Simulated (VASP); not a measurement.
# Mg (Pm-3m) in VASP: single point with LDA

Aim: the single point of Mg with LDA.

All numbers are computed with VASP 6.6.1; they aren't measurements. Logs are shortened: lines on timing, memory, paths and dates and some standing lists are left out, and cuts for length are marked.

## (1) The cell of the first run

It takes space group Pm-3m (No. 221, cubic). Conventional cell: a = 2.814 Å, b = 2.814 Å, c = 2.814 Å, α = 90.00°, β = 90.00°, γ = 90.00°. Within 3.7 Å of Mg (site symmetry m-3m) lie 6 Mg at 2.81 Å.

This isn't the form of Mg at room conditions, which is hcp.

## (2) Single point, LDA

INCAR reads:

```
SYSTEM = Mg
PREC = Accurate ; ENCUT = 520
EDIFF = 1E-6 ; ISMEAR = 0
SIGMA = 0.15 ; LREAL = .FALSE.
LASPH = .TRUE. ; NELM = 100
ALGO = Normal ; ISIF = 2
LWAVE = .FALSE. ; LCHARG = .TRUE.
GGA = CA ; LELF = .TRUE.
LVHAR = .TRUE. ; NBANDS = 7
```

KPOINTS reads:

```
Automatic mesh
0
G
  20 20 20
  0 0 0
```

POSCAR reads:

```
Mg
1.0
   -0.9380294090      1.8760588180      1.8760588180
    1.8760588180     -0.9380294090      1.8760588180
    1.8760588180      1.8760588180     -0.9380294090
Mg
1
Direct
    0.0000000000      0.0000000000      0.0000000000
```

Potentials or basis: VASP PAW LDA potentials, release 64 (Mg).

The run is started by

```
$ cat potpaw_LDA.64/Mg/POTCAR > POTCAR
$ mpirun -np 1 vasp_std > vasp.out
```

OUTCAR:

```text
SYSTEM = Mg
   PREC = Accurate
   ENCUT = 520
   EDIFF = 1E-6
   ISMEAR = 0
   LREAL = .FALSE.
   LASPH = .TRUE.
   NELM = 100
   ISIF = 2
   GGA = CA

 ion  position               nearest neighbor table
   1  0.000  0.000  0.000-

  LATTYP: Found a simple cubic cell.
 ALAT       =     2.8140882270

  Lattice vectors:

 A1 = (  -0.9380294090,   1.8760588180,   1.8760588180)
 A2 = (   1.8760588180,  -0.9380294090,   1.8760588180)
 A3 = (   1.8760588180,   1.8760588180,  -0.9380294090)

Analysis of symmetry for initial positions (statically):
=====================================================================
 Subroutine PRICEL returns:
 Original cell was already a primitive cell.

 Routine SETGRP: Setting up the symmetry group for a
 simple cubic supercell.

 Subroutine GETGRP returns: Found 48 space group operations
 (whereof 48 operations were pure point group operations)
 out of a pool of 48 trial point group operations.

The static configuration has the point symmetry O_h .

Analysis of symmetry for dynamics (positions and initial velocities):
=====================================================================
 Subroutine PRICEL returns:
 Original cell was already a primitive cell.

 Routine SETGRP: Setting up the symmetry group for a
 simple cubic supercell.

 Subroutine GETGRP returns: Found 48 space group operations
 (whereof 48 operations were pure point group operations)
 out of a pool of 48 trial point group operations.

The dynamic configuration has the point symmetry O_h .

 Subroutine INISYM returns: Found 48 space group operations
 (whereof 48 operations are pure point group operations),
 and found     1 'primitive' translations

----------------------------------------------------------------------------------------

                                     Primitive cell

  volume of cell :      22.2850

  direct lattice vectors                    reciprocal lattice vectors
    -0.938029409  1.876058818  1.876058818    -0.118451629  0.236903257  0.236903257
     1.876058818 -0.938029409  1.876058818     0.236903257 -0.118451629  0.236903257
     1.876058818  1.876058818 -0.938029409     0.236903257  0.236903257 -0.118451629

  length of vectors
     2.814088227  2.814088227  2.814088227     0.355354886  0.355354886  0.355354886

  position of ions in fractional coordinates (direct lattice)
     0.000000000  0.000000000  0.000000000

  ion indices of the primitive-cell ions
   primitive index   ion index
                 1           1

----------------------------------------------------------------------------------------

 KPOINTS: Automatic mesh

Automatic generation of k-mesh.
 Grid dimensions read from file:
 generate k-points for:   20   20   20

 Generating k-lattice:

  Cartesian coordinates                     Fractional coordinates (reciprocal lattice)
    -0.005922581  0.011845163  0.011845163     0.050000000  0.000000000  0.000000000
     0.011845163 -0.005922581  0.011845163     0.000000000  0.050000000  0.000000000
     0.011845163  0.011845163 -0.005922581     0.000000000  0.000000000  0.050000000

  Length of vectors
     0.017767744  0.017767744  0.017767744

  Shift w.r.t. Gamma in fractional coordinates (k-lattice)
     0.000000000  0.000000000  0.000000000

 Subroutine IBZKPT returns following result:
 ===========================================

 Found    286 irreducible k-points:

 Following reciprocal coordinates:
            Coordinates               Weight
  0.000000  0.000000  0.000000      1.000000
  0.050000  0.000000  0.000000      6.000000
  0.100000  0.000000  0.000000      6.000000
  0.150000  0.000000  0.000000      6.000000
  0.200000  0.000000  0.000000      6.000000
  0.250000  0.000000  0.000000      6.000000
[... 16 lines left out ...]
  0.150000  0.100000 -0.000000     24.000000
  0.200000  0.100000  0.000000     24.000000
 [... further k-points ...]
   k-points           NKPTS =    286   k-points in BZ     NKDIM =    286   number of bands    NBANDS=      7
   number of dos      NEDOS =    301   number of ions     NIONS =      1
   total plane-waves  NPLWV =  13824
   dimension x,y,z NGX =    24 NGY =   24 NGZ =   24
   dimension x,y,z NGXF=    48 NGYF=   48 NGZF=   48
   ions per type =               1
   NGX,Y,Z   is equivalent  to a cutoff of  14.18, 14.18, 14.18 a.u.
   NGXF,Y,Z  is equivalent  to a cutoff of  28.36, 28.36, 28.36 a.u.
 SYSTEM =  Mg
   PREC   = accura    normal or accurate (medium, high low for compatibility)
   ISTART =      0    job   : 0-new  1-cont  2-samecut
   ICHARG =      2    charge: 1-file 2-atom 10-const
   ISPIN  =      1    spin polarized calculation?
   LNONCOLLINEAR =      F non collinear calculations
   LSORBIT =      F    spin-orbit coupling
   LASPH  =      T    aspherical Exc in radial PAW
   ENCUT  =  520.0 eV  38.22 Ry    6.18 a.u.   5.23  5.23  5.23*2*pi/ulx,y,z
   NELM   =    100;   NELMIN=  2; NELMDL= -5     # of ELM steps
   EDIFF  = 0.1E-05   stopping-criterion for ELM
   LREAL  =      F    real-space projection
   EDIFFG = 0.1E-04   stopping-criterion for IOM
   NSW    =      0    number of steps for IOM
   IBRION =     -1    ionic relax: 0-MD 1-quasi-New 2-CG
   NFREE  =      0    steps in history (QN), initial steepest desc. (CG)
   ISIF   =      2    stress and relaxation
   ISYM   =      2    0-nonsym 1-usesym 2-fastsym
   POTIM  = 0.5000    time-step for ionic-motion
   TEBEG  =    0.0;   TEEND  =   0.0 temperature during run
   PSTRESS=    0.0 pullay stress
   NELECT =       2.0000    total number of electrons
   NUPDOWN=      -1.0000    fix difference up-down
   EMIN   =  10.00;   EMAX   =-10.00  energy-range for DOS
   EFERMI =   0.00;   METHOD = LEGACY
   ISMEAR =     0;   SIGMA  =   0.15  broadening in eV -4-tet -1-fermi 0-gaus
   EFERMI_NEDOS =   21; number of points for ismear=-14 and -15
   IALGO  =     38    algorithm
   IMIX   =      4    mixing-type and parameters
     AMIX     =   0.40;   BMIX     =  1.00
     AMIX_MAG =   1.60;   BMIX_MAG =  1.00
  volume/ion in A,a.u.               =      22.29       150.39
  Fermi-wavevector in a.u.,A,eV,Ry     =   0.732960  1.385094  7.309469  0.537231
  Thomas-Fermi vector in A             =   1.825552
   LORBIT       =      0    0 simple, 1 ext, 2 COOP (PROOUT), +10 PAW based schemes
   GGA     = CA    functional components
   LHFCALC =     F    Hartree Fock is set to
   AEXX    =    0.0000 exact exchange contribution
   IVDW    =     0    specifies the selected vdW correction
   LEPSILON=     F    determine dielectric tensor
   LRPA    =     F    only Hartree local field effects (RPA)
 non-spin polarized calculation
 Gauss-broadening in eV      SIGMA  =   0.15
  energy-cutoff  :      520.00
  volume of cell :       22.29
 maximum number of plane-waves:       624
 NGX is ok and might be reduce to    24
   NGX = 11   NGY = 11   NGZ = 11

 number of electron       2.0000000 magnetization

 Free energy of the ion-electron system (eV)
  ---------------------------------------------------
  ext. energy  EPLUGINS =         0.00000000
  ---------------------------------------------------
  free energy    TOTEN  =        -1.36639227 eV

  energy without entropy =       -1.36111341  energy(sigma->0) =       -1.36375284

 E-fermi :   2.5634     XC(G=0):  -8.7441

 val. band max:        2.5583358810   @ k =   0.5000   0.3500   0.1000
 cond. band min:       2.5843529977   @ k =   0.4500   0.4000   0.1500
 fundamental gap:      0.0260171167
 Fermi energy:         2.5633629962

 k-point     1 :       0.0000    0.0000    0.0000
  band No.  band energies     occupation
      1      -4.4438      2.00000
      2      11.4176      0.00000
      3      11.4176      0.00000
      4      13.5521      0.00000
      5      13.5521      0.00000
      6      13.5521      0.00000
      7      18.9198      0.00000

 k-point     2 :       0.0500    0.0000    0.0000
  band No.  band energies     occupation
      1      -4.3963      2.00000
      2      10.7593      0.00000
      3      11.4592      0.00000
      4      13.5895      0.00000
      5      13.5895      0.00000
      6      14.0977      0.00000
      7      19.1392      0.00000

 k-point     3 :       0.1000    0.0000    0.0000
  band No.  band energies     occupation
      1      -4.2539      2.00000
      2       9.5442      0.00000
      3      11.5833      0.00000
      4      13.7019      0.00000
      5      13.7019      0.00000
      6      14.9698      0.00000
      7      19.7984      0.00000

 k-point     4 :       0.1500    0.0000    0.0000
  band No.  band energies     occupation
      1      -4.0170      2.00000
      2       8.2295      0.00000
      3      11.7879      0.00000
      4      13.8894      0.00000
      5      13.8894      0.00000
      6      15.7386      0.00000
      7      20.8566      0.00000

 k-point     5 :       0.2000    0.0000    0.0000
  band No.  band energies     occupation
      1      -3.6866      2.00000
      2       6.9150      0.00000
      3      12.0691      0.00000
      4      14.1521      0.00000
      5      14.1521      0.00000
      6      16.3929      0.00000
      7      22.1934      0.00000

 k-point     6 :       0.2500    0.0000    0.0000
  band No.  band energies     occupation
      1      -3.2635      2.00000
      2       5.6358      0.00000
      3      12.4194      0.00000
      4      14.4902      0.00000
      5      14.4902      0.00000
      6      16.9922      0.00000
      7      22.1453      0.00000

 k-point     7 :       0.3000    0.0000    0.0000
  band No.  band energies     occupation
      1      -2.7493      2.00000
      2       4.4091      0.00000
      3      12.8261      0.00000
      4      14.9039      0.00000
      5      14.9039      0.00000
      6      17.5761      0.00000
      7      21.0461      0.00000
[... 121 lines left out ...]
 k-point    20 :       0.4500    0.0500    0.0000
  band No.  band energies     occupation
      1      -0.6307      2.00000
      2       1.1756      2.00000
      3      13.6714      0.00000
      4      16.0455      0.00000
      5      16.6174      0.00000
      6      17.8950      0.00000
      7      18.2404      0.00000

 k-point    21 :       0.5000    0.0500    0.0000
  band No.  band energies     occupation
      1       0.1792      2.00000
      2       0.2848      2.00000
      3      13.8479      0.00000
      4      16.0865      0.00000
      5      17.1183      0.00000
      6      17.6615      0.00000
      7      17.7983      0.00000

 k-point    22 :       0.1000    0.1000    0.0000
  band No.  band energies     occupation
      1      -4.0643      2.00000
      2       9.2923      0.00000
      3      10.2888      0.00000
      4      13.8519      0.00000
      5      13.9682      0.00000
      6      16.3524      0.00000
      7      20.4097      0.00000

 k-point    23 :       0.1500    0.1000   -0.0000
  band No.  band energies     occupation
      1      -3.8279      2.00000
      2       8.2937      0.00000
      3      10.2018      0.00000
      4      14.0395      0.00000
      5      14.1813      0.00000
      6      17.2606      0.00000
      7      21.2301      0.00000

 k-point    24 :       0.2000    0.1000    0.0000
  band No.  band energies     occupation
      1      -3.4981      2.00000
      2       7.0465      0.00000
      3      10.4305      0.00000
      4      14.3023      0.00000
      5      14.4517      0.00000
      6      18.0040      0.00000
      7      21.1522      0.00000

 [... further k-points ...]

------------------------ aborting loop because EDIFF is reached ----------------------------------------

  FORCE on cell =-STRESS in cart. coord.  units (eV):
  Direction    XX          YY          ZZ          XY          YZ          ZX
  --------------------------------------------------------------------------------------
  -------------------------------------------------------------------------------------
  Total        0.6795709      0.6795709      0.6795709      0.0000000      0.0000000      0.0000000
  in kB       48.8576131     48.8576131     48.8576131      0.0000000      0.0000000      0.0000000
  external PRESSURE =      48.8576131 kB  Pullay stress =       0.0000000 kB

 VOLUME and BASIS-vectors are now :
 -----------------------------------------------------------------------------
  energy-cutoff  :      520.00
  volume of cell :       22.29
      direct lattice vectors                 reciprocal lattice vectors
    -0.938029409  1.876058818  1.876058818    -0.118451629  0.236903257  0.236903257
     1.876058818 -0.938029409  1.876058818     0.236903257 -0.118451629  0.236903257
     1.876058818  1.876058818 -0.938029409     0.236903257  0.236903257 -0.118451629

 POSITION                                       TOTAL-FORCE (eV/Angst)
 -----------------------------------------------------------------------------------
      0.00000      0.00000      0.00000        -0.000000      0.000000      0.000000
 -----------------------------------------------------------------------------------
    total drift:                                0.000000      0.000000      0.000000

  FREE ENERGIE OF THE ION-ELECTRON SYSTEM (eV)
  ---------------------------------------------------
  free  energy   TOTEN  =        -1.3663922676 eV

  energy  without entropy=       -1.3611134091  energy(sigma->0) =       -1.36375284
```

Wall time 19 s (1 thread of Intel Xeon 8259CL, shared host); peak memory 0.16 GiB.

Results:

```
Free energy            : -1.3664 eV
Pressure               : 4.9 GPa
Band gap on the k mesh : zero (bands 1 and 2 overlap by 7.69 eV)
```

Levels at points of the mesh, in eV from the Fermi level:
```csv
k point,band 1,band 2,band 3,band 4
"(0.00, 0.00, 0.00)",-7.01,8.85,8.85,10.99
"(0.50, 0.00, 0.00)",-2.43,-2.32,11.59,14.51
"(0.50, 0.50, 0.00)",1.53,1.53,2.64,2.82
"(0.50, 0.50, 0.50)",5.37,5.37,5.37,6.10
```

Caveat: the cell stands under pressure.
